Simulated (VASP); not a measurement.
# Cu5Si3 in VASP: a series of runs, part 2 of 2

VASP 6.6.1. The steps go on from the part before.

**4. Single point, PBE**

INCAR reads:

```
  ALGO = Normal
  EDIFF = 1E-6
  ENCUT = 520
  GGA = PE
  ISIF = 2
  ISMEAR = -1
  ISYM = 0
  LASPH = T
  LCHARG = F
  LREAL = Auto
  LWAVE = F
  NBANDS = 118
  NELM = 80
  PREC = Accurate
  SIGMA = 0.1853
```

KPOINTS reads:

```
Automatic mesh
0
Gamma
  1 1 1
  0.25 0.25 0.25
```

POSCAR reads:

```
Cu5Si3
1.0
    6.7017400000      0.1472560000     -0.1241750000
    0.1472560000      6.7720700000      0.0166020000
   -0.1241750000      0.0166020000      6.8991740000
Cu Si
15 9
Direct
    0.3128943162      0.5803518277      0.9370698073
    0.8840328100      0.3084231502      0.7692869223
    0.5406161957      1.0078714542      0.2119613644
    0.7572278515      1.0484521123      0.5401493522
    0.0830251859      0.8387611932      0.1371840367
    0.5709963519      0.2225383983      0.8247650935
    0.5371265244      0.3427497696      0.1609122128
    0.9899021951      0.6745547323      0.7878024453
    0.2052710275      0.4850257250      0.2951721659
    0.8988722408      0.0286157254      0.8938666255
    0.9384999544      0.3336333473      0.1126893235
    0.2884328266     -0.0552354833      0.8063543789
    0.2242316054      0.1290336418      0.0641908355
    0.5986994441      0.8393858149      0.7898096236
    0.4689489544      0.7247092463      0.3339782579
    0.7734087625      0.6489247537      0.5484316796
    0.5695509613      0.4008782009      0.5281270788
    0.2751306005      0.6024728493      0.5822226093
    0.4242910514      0.0206220013      0.5328852374
    0.2319097856      0.2812447816      0.7294630012
    0.8721585742      0.6386719503      0.2520336578
    0.9978334162      0.2715949732      0.4395176792
    0.0903517162      0.8845235595      0.4990788121
    0.6831758474      0.5554066569      0.9878628224
```

Potentials or basis: VASP PAW PBE potentials, release 64 (Cu, Si).

The run is started by

```console
$ cat potpaw_PBE.64/Cu/POTCAR potpaw_PBE.64/Si/POTCAR > POTCAR
$ mpirun -np 1 vasp_std > vasp.out
```

OUTCAR:

```text
EDIFF = 1E-6
   ENCUT = 520
   GGA = PE
   ISIF = 2
   ISMEAR = -1
   ISYM = 0
   LASPH = T
   LREAL = Auto
   NELM = 80
   PREC = Accurate

 ion  position               nearest neighbor table
   1  0.313  0.580  0.937-   8 2.42  18 2.46  24 2.49  20 2.55   7 2.61  12 2.62   9 2.68   5 2.70

   2  0.884  0.308  0.769-  10 2.07   6 2.25  20 2.36  11 2.39  22 2.44   4 2.53   8 2.61  24 2.62
                            17 2.69  16 2.82
[... 333 lines left out ...]
  Total       29.2093553     33.9920537     22.8320494      2.3616297    -14.2329440     -5.8724258
  in kB      149.5830300    174.0755431    116.9244270     12.0940609    -72.8878426    -30.0730787
  external PRESSURE =     146.8610000 kB  Pullay stress =       0.0000000 kB

 VOLUME and BASIS-vectors are now :
 -----------------------------------------------------------------------------
  energy-cutoff  :      520.00
  volume of cell :      312.86
      direct lattice vectors                 reciprocal lattice vectors
     6.701740000  0.147256000 -0.124175000     0.149336424 -0.003253870  0.002695666
     0.147256000  6.772070000  0.016602000    -0.003253870  0.147737106 -0.000414076
    -0.124175000  0.016602000  6.899174000     0.002695666 -0.000414076  0.144994402

 POSITION                                       TOTAL-FORCE (eV/Angst)
 -----------------------------------------------------------------------------------
      2.06604      3.99182      6.43579         0.722186     -0.044414      0.455358
      5.87445      2.23161      5.20279         0.695682      3.921240     -1.881718
      3.59791      0.13643      1.39536         0.883461      0.718428     -0.902461
      5.01481      0.44860      3.63336         0.656391      0.006956     -0.240708
      0.66289      5.69465      0.95007         0.920461     -0.396900     -0.075220
      3.75702      1.60482      5.62299        -1.310432     -0.913025      1.005370
[... 16 lines left out ...]
      0.67379      6.01165      3.44670        -1.095107      0.806013     -0.920392
      4.53759      3.87826      6.73983         0.046475      1.379079     -1.793915
 -----------------------------------------------------------------------------------
    total drift:                               -0.003180     -0.006616      0.004570

  FREE ENERGIE OF THE ION-ELECTRON SYSTEM (eV)
  ---------------------------------------------------
  free  energy   TOTEN  =       -96.6697860769 eV

  energy  without entropy=      -95.9907201306  energy(sigma->0) =      -96.33025310
```

OSZICAR:

```text
N       E                     dE             d eps       ncg     rms          rms(c)
DAV:   1     0.205400546950E+04    0.20540E+04   -0.81396E+04   236   0.252E+03
DAV:   2     0.264765198470E+03   -0.17892E+04   -0.17471E+04   236   0.572E+02
DAV:   3    -0.866250878484E+02   -0.35139E+03   -0.32675E+03   236   0.270E+02
[... 13 lines left out ...]
DAV:  17    -0.966697870604E+02    0.32405E-04   -0.47792E-04   280   0.294E-01    0.328E-02
DAV:  18    -0.966697935107E+02   -0.64503E-05   -0.71596E-05   288   0.131E-01    0.273E-02
DAV:  19    -0.966697959086E+02   -0.23979E-05   -0.18581E-05   256   0.847E-02    0.258E-02
DAV:  20    -0.966697867141E+02    0.91945E-05   -0.17688E-05   328   0.612E-02    0.107E-02
DAV:  21    -0.966697860769E+02    0.63717E-06   -0.66183E-06   240   0.343E-02
   1 F= -.96669786E+02 E0= -.96330253E+02  d E =-.679066E+00
```

stdout:

```text
POSCAR found type information on POSCAR CuSi
 POSCAR found :  2 types and      24 ions
 scaLAPACK will be used
 LDA part: xc-table for (Slater+PW92), standard interpolation
 POSCAR, INCAR and KPOINTS ok, starting setup
 FFT: planning ... GRIDC
 FFT: planning ... GRID_SOFT
 FFT: planning ... GRID
 WAVECAR not read
 entering main loop
```

Wall time 5.5 min (1 thread of AMD EPYC 7R13, shared host); peak memory 0.32 GiB.

Results:

```yaml
Free_energy: -96.6698 eV
Pressure: 14.7 GPa
Largest_force: 4.405 eV/Å
```

Forces in eV/Å, atoms in the order of the input:
```
Cu   0.722 -0.044  0.455
Cu   0.696  3.921 -1.882
Cu   0.883  0.718 -0.902
Cu   0.656  0.007 -0.241
Cu   0.920 -0.397 -0.075
Cu  -1.310 -0.913  1.005
Cu  -0.705  0.081  1.240
Cu   0.252  0.331  1.296
Cu   0.597 -0.466 -1.598
Cu   0.196 -2.707  1.319
Cu  -0.508 -0.399  0.108
Cu  -2.191 -1.220  0.975
Cu   0.606  1.852  0.851
Cu   2.088 -1.145  0.543
Cu  -0.105 -1.621 -0.333
Si   0.061  0.555  1.231
Si  -0.239 -1.999 -1.168
Si  -0.275  0.336  2.016
Si  -0.604  0.755 -1.669
Si  -0.664  0.457 -0.319
Si  -0.362  0.233 -0.486
Si   0.335 -0.521  0.345
Si  -1.095  0.806 -0.920
Si   0.046  1.379 -1.794
```

Caveat: the k points lie up to 0.94 Å⁻¹ apart.

**5. Single point, PBE**

INCAR reads:

```
ALGO = Normal ; EDIFF = 1E-6
ENCUT = 520 ; GGA = PE
ISIF = 2 ; ISMEAR = -1
ISYM = 0 ; LASPH = True
LCHARG = False ; LREAL = Auto
LWAVE = False ; NBANDS = 118
NELM = 100 ; PREC = Accurate
SIGMA = 0.05
```

KPOINTS is that of step 4.

POSCAR reads:

```
Cu5Si3
1.0
    6.7017400000      0.1472560000     -0.1241750000
    0.1472560000      6.7720700000      0.0166020000
   -0.1241750000      0.0166020000      6.8991740000
Cu Si
15 9
Direct
    0.3551734655      0.5535326773      0.9494361087
    0.8557457178      0.3312617011      0.8147741480
    0.5545168381      0.9305092025      0.1422487409
    0.7591471181      0.0267703985      0.5821599298
    0.2097934757      0.8041291052      0.1788376338
    0.5390344262      0.1698422703      0.8504519350
    0.6156691330      0.2534288735      0.2670133104
    0.9857104055      0.6405759631      0.9242239357
    0.2648673017      0.4107412073      0.2802971445
    0.8944920556     -0.0102174946      0.9688149888
    0.9478830070      0.3063594671      0.1415963987
    0.2333059406      0.9012371888      0.7895416792
    0.2448441383      0.1553209482      0.0324598108
    0.6161610269      0.7981401031      0.8063452340
    0.5251179583      0.6908473119      0.3694659789
    0.8244826449      0.6498665169      0.5815829617
    0.5430129264      0.3935580288      0.5500884279
    0.2055816828      0.6213452335      0.5516472743
    0.4076132858      0.0562947135      0.4358364893
    0.2139052977      0.2998037279      0.7187887056
    0.9009389983      0.7418715685      0.2560013051
    0.9246036699      0.3282696489      0.4700952213
    0.0856679044      0.9589542880      0.4591809473
    0.6765212950      0.5332836214      0.0359092925
```

The run is started by

```console
$ cat potpaw_PBE.64/Cu/POTCAR potpaw_PBE.64/Si/POTCAR > POTCAR
$ mpirun -np 1 vasp_std > vasp.out
```

Run time: 5.1 min. Hardware: 1 thread of AMD EPYC 7R13, shared host; peak memory 0.32 GiB.

The run converged. Its results:

- Free energy: -100.1822 eV
- Pressure: 6.4 GPa
- Largest force: 1.703 eV/Å

Forces in eV/Å, atoms in the order of the input:
```
Cu  -0.557  0.019 -0.173
Cu   0.036 -0.401 -1.015
Cu   0.382  0.102 -1.407
Cu   0.032  0.073 -0.080
Cu   0.575  0.242 -0.506
Cu   0.230  0.040 -0.141
Cu   0.282  0.457 -1.217
Cu   0.322  0.067 -0.277
Cu   0.122  0.376  0.320
Cu  -0.030  0.148  0.106
Cu  -0.342  0.493  0.537
Cu   0.283 -0.311 -0.017
Cu   0.053 -0.201  0.223
Cu  -0.459 -0.065  0.025
Cu  -0.030 -0.751  0.497
Si   0.278 -0.176  0.328
Si   0.485 -0.030  1.196
Si  -0.089  0.624  0.390
Si   0.221 -0.077  0.198
Si  -0.135 -0.193 -0.149
Si  -1.611 -0.447 -0.321
Si   0.076 -0.450 -0.082
Si  -0.655  0.343  0.774
Si   0.532  0.119  0.791
```

Stress tensor (GPa, compression positive):
```
 7.73  0.64 -4.80
 0.64  8.67 -3.15
-4.80 -3.15  2.69
```

Levels at points of the mesh, in eV from the Fermi level:
| k point | band 99 | band 100 | band 101 | band 102 | band 103 | band 104 |
| --- | --- | --- | --- | --- | --- | --- |
| (0.25, 0.25, 0.25) | -0.44 | -0.23 | 0.00 | 0.29 | 0.86 | 1.15 |

Caveat: the k points lie up to 0.94 Å⁻¹ apart.

**6. Single point, PBE**

INCAR reads:

```
PREC = Accurate
ENCUT = 520
EDIFF = 1E-7
ISMEAR = -1
SIGMA = 0.05
LREAL = Auto
LASPH = T
NELM = 60
ALGO = Normal
ISIF = 2
LWAVE = F
LCHARG = F
GGA = PE
ISYM = 0
NBANDS = 118
```

KPOINTS is that of step 5.

POSCAR reads:

```
Cu5Si3
1.0
    6.7017400000      0.1472560000     -0.1241750000
    0.1472560000      6.7720700000      0.0166020000
   -0.1241750000      0.0166020000      6.8991740000
Cu Si
15 9
Direct
    0.3266810196      0.5253527796      0.9304578648
    0.8558114674      0.3293487962      0.7982486802
    0.5564742276      0.9054037532      0.1104225918
    0.7247432143      0.0466375542      0.5852566861
    0.1724473093      0.8062627739      0.1738438645
    0.5282251186      0.1644638634      0.8513363955
    0.6169901809      0.2638649650      0.2209661721
    0.9710459907      0.6657208980      0.9068262864
    0.2878769396      0.4222509165      0.2818714109
    0.8905983629     -0.0003460170      0.9544813330
    0.9604516110      0.3393318913      0.1352497401
    0.2503488407      0.9262894733      0.7854763207
    0.2571667256      0.1298790554      0.0779786719
    0.5927528190      0.7717076916      0.7890063637
    0.5339923282      0.6921993490      0.3870606255
    0.8493219129      0.6615261011      0.5737976593
    0.5690442994      0.3638388784      0.5471906670
    0.2378066140      0.5969472080      0.5760914450
    0.3802940148      0.0287240255      0.3954531561
    0.2145393681      0.2580330152      0.6916124397
    0.8482209308      0.7382588315      0.2338810792
    0.9430293676      0.3107381556      0.4698666531
    0.0545583338      0.9434076307      0.4974366971
    0.6757246145      0.5227800895      0.0039233550
```

Potentials or basis: VASP PAW PBE potentials, release 64 (Cu, Si).

The run is started by

```console
$ cat potpaw_PBE.64/Cu/POTCAR potpaw_PBE.64/Si/POTCAR > POTCAR
$ mpirun -np 1 vasp_std > vasp.out
```

Run time: 3.4 min. Hardware: 1 thread of AMD EPYC 7R13, shared host; peak memory 0.32 GiB.

The run converged. Its results:

```
Free energy   : -100.5118 eV
Pressure      : 6.2 GPa
Largest force : 1.353 eV/Å
```

Forces on the atoms (eV/Å):
```
Cu  -0.019  0.052  0.182
Cu   0.262 -0.243 -0.389
Cu  -0.168  0.073 -0.188
Cu  -0.045 -0.768 -0.332
Cu   0.539 -0.455  0.466
Cu   0.433  0.358  0.153
Cu  -0.210 -0.380 -0.035
Cu   0.409 -0.684 -0.457
Cu  -0.015  0.254  0.275
Cu  -0.217  0.703  0.354
Cu   0.219  0.497  0.022
Cu   0.115 -1.126  0.523
Cu  -0.237  0.815 -0.513
Cu   0.099  0.233 -0.941
Cu  -0.217 -0.326  0.498
Si  -0.133 -0.712  0.329
Si   0.104  0.376  0.117
Si  -0.601  1.163  0.341
Si   0.398  0.494  0.254
Si   0.397  0.075  0.244
Si   0.174 -0.220 -0.222
Si  -0.365  0.204 -0.985
Si  -0.265 -0.383 -0.410
Si  -0.658  0.002  0.714
```

Stress tensor (GPa, compression positive):
```
 8.03 -1.87 -3.81
-1.87  6.91 -4.38
-3.81 -4.38  3.62
```

Levels at points of the mesh, in eV from the Fermi level:
```csv
k point,band 97,band 98,band 99,band 100,band 101,band 102,band 103,band 104
"(0.25, 0.25, 0.25)",-0.82,-0.66,-0.37,-0.22,0.00,0.17,0.64,1.06
```

Caveat: the k points lie up to 0.94 Å⁻¹ apart.

**7. Single point, PBE**

INCAR reads:

```
SYSTEM = Cu5Si3
PREC = Accurate
ENCUT = 520
EDIFF = 1E-7
ISMEAR = -1
SIGMA = 0.05
LREAL = Auto
LASPH = .TRUE.
NELM = 60
ALGO = Normal
ISIF = 2
LWAVE = .FALSE.
LCHARG = .FALSE.
GGA = PE
ISYM = 0
NBANDS = 118
```

KPOINTS is that of step 6.

POSCAR reads:

```
Cu5Si3
1.0
    6.7017400000      0.1472560000     -0.1241750000
    0.1472560000      6.7720700000      0.0166020000
   -0.1241750000      0.0166020000      6.8991740000
Cu Si
15 9
Direct
    0.3311584863      0.5085795423      0.9236034875
    0.8620502449      0.3124383263      0.7818161983
    0.5353206289      0.9001271414      0.0832920765
    0.7064380507      0.0009466004      0.5700707403
    0.2019179951      0.8070081158      0.1931040177
    0.5252813483      0.1681172443      0.8378763500
    0.6111615637      0.2488960974      0.2372002524
    0.9813505443      0.6461534411      0.8945856076
    0.2633852063      0.4138192855      0.3067569582
    0.8847724259     -0.0169721361      0.9524421891
    0.9530072663      0.3309076456      0.1121083406
    0.2422110659      0.8848544381      0.8222968729
    0.2530066245      0.1580728824      0.0615969059
    0.5716632250      0.7539867314      0.7482373387
    0.5113212255      0.6779334579      0.3829086296
    0.8306899034      0.6084685611      0.5511528081
    0.5723798057      0.3426758965      0.5570100359
    0.2133611157      0.6198170401      0.5936581559
    0.3897326552      0.0324104835      0.3865477191
    0.2097455242      0.2773092837      0.6935810376
    0.8715041914      0.7308432044      0.2036766393
    0.9072996945      0.2871775729      0.4444072896
    0.0561048334      0.9354286971      0.4811233679
    0.6693725428      0.5141798094      0.0053135234
```

The run is started by

```console
$ cat potpaw_PBE.64/Cu/POTCAR potpaw_PBE.64/Si/POTCAR > POTCAR
$ mpirun -np 1 vasp_std > vasp.out
```

Run time: 4 min. Hardware: 1 thread of AMD EPYC 7R13, shared host; peak memory 0.32 GiB.

The run converged. Its results:

```
Free energy   : -100.9311 eV
Pressure      : 5.6 GPa
Largest force : 1.368 eV/Å
```

Forces on the atoms (eV/Å):
```
Cu   0.078  0.421  0.857
Cu  -0.099 -0.363  0.045
Cu   0.674 -0.493  0.071
Cu   0.609  0.149 -0.412
Cu  -0.178 -0.500 -0.491
Cu   0.346 -0.201  0.442
Cu  -0.239  0.007 -0.898
Cu  -0.189 -0.595 -0.614
Cu  -0.096  0.149  0.382
Cu  -0.235  0.560  0.065
Cu  -0.098  0.440  0.615
Cu  -0.185  0.469 -0.147
Cu   0.138 -0.262 -0.284
Cu   0.180 -0.655  0.336
Cu   0.254 -0.138 -0.037
Si   0.561  0.999  0.378
Si  -0.497  0.753 -0.445
Si  -0.392  0.454 -0.314
Si  -0.238  0.052  0.306
Si  -0.383 -0.959 -0.300
Si  -0.664 -0.054  0.839
Si   1.028 -0.554 -0.714
Si  -0.210 -0.037  0.352
Si  -0.165  0.357 -0.032
```

Stress tensor (GPa, compression positive):
```
 7.42 -1.35 -4.45
-1.35  6.25 -2.83
-4.45 -2.83  2.99
```

Levels at points of the mesh, in eV from the Fermi level:
| k point | band 96 | band 97 | band 98 | band 99 | band 100 | band 101 | band 102 | band 103 | band 104 | band 105 |
| --- | --- | --- | --- | --- | --- | --- | --- | --- | --- | --- |
| (0.25, 0.25, 0.25) | -0.91 | -0.80 | -0.66 | -0.39 | -0.29 | 0.00 | 0.20 | 0.67 | 1.09 | 1.50 |

Caveat: the k points lie up to 0.94 Å⁻¹ apart.
